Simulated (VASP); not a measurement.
Wanted: the native input for a VASP 6.6.1 run.

- Task: single point
- Functional: PBE
- Potentials or basis: VASP PAW PBE potentials, release 64 (Zn, Se)
- Cutoff: 520 eV
- k mesh: 10 × 10 × 10
- Occupations: gaussian, width 0.05 eV
- Spin: no spin polarisation
- Dipole correction: no
- Further INCAR settings: ALGO = Normal; EDIFF = 1e-06; NBANDS = 16

The structure of ZnSe lies in POSCAR:

```
ZnSe
1.0
    0.0000000000      2.7163722576      2.9436196984
    2.9436196984      0.0000000000      2.9436196984
    2.9436196984      2.7163722576      0.0000000000
Zn Se
1 1
Direct
    0.0000000000      0.0000000000      0.0000000000
    0.7500000000      0.7500000000      0.7500000000
```

This cell differs from its parent crystal: volume 23.537 Å^3 an atom, c/a of the conventional cell 0.9228.

These files were run (other wordings do the same):

INCAR

```
ALGO = Normal
EDIFF = 1E-6
ENCUT = 520
GGA = PE
ISIF = 2
ISMEAR = 0
LASPH = T
LCHARG = F
LREAL = F
LWAVE = F
NBANDS = 16
NELM = 60
PREC = Accurate
SIGMA = 0.05
```

KPOINTS

```
k-points
0
Gamma
  10 10 10
```

Potentials or basis: VASP PAW PBE potentials, release 64 (Zn, Se).

Launch:

```console
$ cat potpaw_PBE.64/Zn/POTCAR potpaw_PBE.64/Se/POTCAR > POTCAR
$ mpirun -np 1 vasp_std > vasp.out
```

It gave:

```
Pressure               : 0.1 GPa
Band gap on the k mesh : 0.97 eV, direct
```

Wall time 37 s on 1 thread of Intel(R) Xeon(R) 6975P-C (Granite Rapids), on a shared host, peak memory 0.22 GiB.
